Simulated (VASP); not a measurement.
Here is a VASP 6.6.1 calculation.

The input INCAR:

```
SYSTEM = Co
PREC = Accurate ; ENCUT = 600
EDIFF = 1E-7 ; ISMEAR = -1
SIGMA = 0.1 ; LREAL = .False.
LASPH = .True. ; NELM = 60
ALGO = Normal ; ISIF = 3
LWAVE = .False. ; LCHARG = .False.
GGA = RP ; IBRION = 2
NSW = 80 ; EDIFFG = -0.01
```

KPOINTS

```
regular mesh
0
Gamma
  14 14 4
  0 0 0
```

POSCAR

```
Co
1.0
    2.5018845205      0.0000000000      0.0000000000
   -1.2509422603      2.1666955521      0.0000000000
    0.0000000000      0.0000000000      8.1711548441
Co
4
Direct
    0.0000000000      0.0000000000      0.0000000000
    0.0000000000      0.0000000000      0.5000000000
    0.3333333333      0.6666666667      0.2500000000
    0.6666666667      0.3333333333      0.7500000000
```

Potentials or basis: VASP PAW PBE potentials, release 64 (Co).

The run is started by

```sh
$ cat potpaw_PBE.64/Co/POTCAR > POTCAR
$ mpirun -np 1 vasp_std > vasp.out
```

Problem. Estimate the space group after relaxing (to 0.1 Å).

Solution. P6_3/mmc (No. 194).

Problem. What does it give for the relaxed volume?

Solution. 10.58 Å³/atom.

Problem. What does it give for the relaxed cell?

Solution. a = 2.466 Å, b = 2.466 Å, c = 8.030 Å, α = 90.00°, β = 90.00°, γ = 120.00°.

Final structure:
```
CELL_PARAMETERS angstrom
2.46647 0.00000 0.00000
-1.23323 2.13602 0.00000
0.00000 0.00000 8.03045
ATOMIC_POSITIONS crystal
Co 0.00000 0.00000 0.00000
Co 0.00000 0.00000 0.50000
Co 0.33333 0.66667 0.25000
Co 0.66667 0.33333 0.75000
```

Caveat: the highest band is partly filled, so the run has too few bands; the PAW data sets were made with another functional, which shifts forces and pressure a little; the run has no spin polarisation, though such a crystal can be magnetic. Spin polarisation is off, so any magnetic state and its effect on volume and gap are missing.
